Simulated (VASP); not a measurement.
Set up this calculation in VASP 6.6.1, as the native input.

| Item | Value |
| --- | --- |
| Task | relaxation of cell and atoms |
| Functional | LDA |
| Potentials or basis | VASP PAW LDA potentials, release 64 (Mg_sv, O) |
| Cutoff | 750 eV |
| k mesh | 8 × 8 × 8 |
| Occupations | gaussian, width 0.01 eV |
| Spin | no spin polarisation |
| Dipole correction | no |
| Mended | yes |
| Further INCAR settings | ALGO = Normal; EDIFF = 1e-07; IBRION = 2; EDIFFG = -0.01; NSW = 80; ISIF = 3 |

The structure of MgO lies in POSCAR:

```
MgO
1.0
    0.0000000000      2.1085000000      2.1085000000
    2.1085000000      0.0000000000      2.1085000000
    2.1085000000      2.1085000000      0.0000000000
Mg O
1 1
Direct
    0.0000000000      0.0000000000      0.0000000000
    0.5000000000      0.5000000000      0.5000000000
```

One way to write it, as run:

INCAR

```
SYSTEM = MgO
PREC = Accurate ; ENCUT = 750
EDIFF = 1E-7 ; ISMEAR = 0
SIGMA = 0.01 ; LREAL = .False.
LASPH = .True. ; NELM = 120
ALGO = Normal ; ISIF = 3
LWAVE = .False. ; LCHARG = .False.
GGA = CA ; IBRION = 2
NSW = 80 ; EDIFFG = -0.01
GGA_COMPAT = .False. ; NELMIN = 4
```

KPOINTS

```
regular mesh
0
Gamma
  8 8 8
  0 0 0
```

Potentials or basis: VASP PAW LDA potentials, release 64 (Mg_sv, O).

The run is started by

```console
$ cat potpaw_LDA.64/Mg_sv/POTCAR potpaw_LDA.64/O/POTCAR > POTCAR
$ mpirun -np 1 vasp_std > vasp.out
```

It gave:

* Relaxed volume: 9.01 Å³/atom
* Relaxed cell: a = 2.942 Å, b = 2.942 Å, c = 2.942 Å, α = 60.00°, β = 60.00°, γ = 60.00°
* Space group after relaxing (to 0.1 Å): Fm-3m (No. 225)
* Energy gained by relaxing: 7.8 meV/atom
* Ionic steps: 3
* Pressure after relaxing: 0.0 GPa
* Band gap on the k mesh: 5.03 eV

Wall time 14 s on 1 thread of Intel(R) Xeon(R) 6975P-C (Granite Rapids) (shared host), peak memory 0.14 GiB.
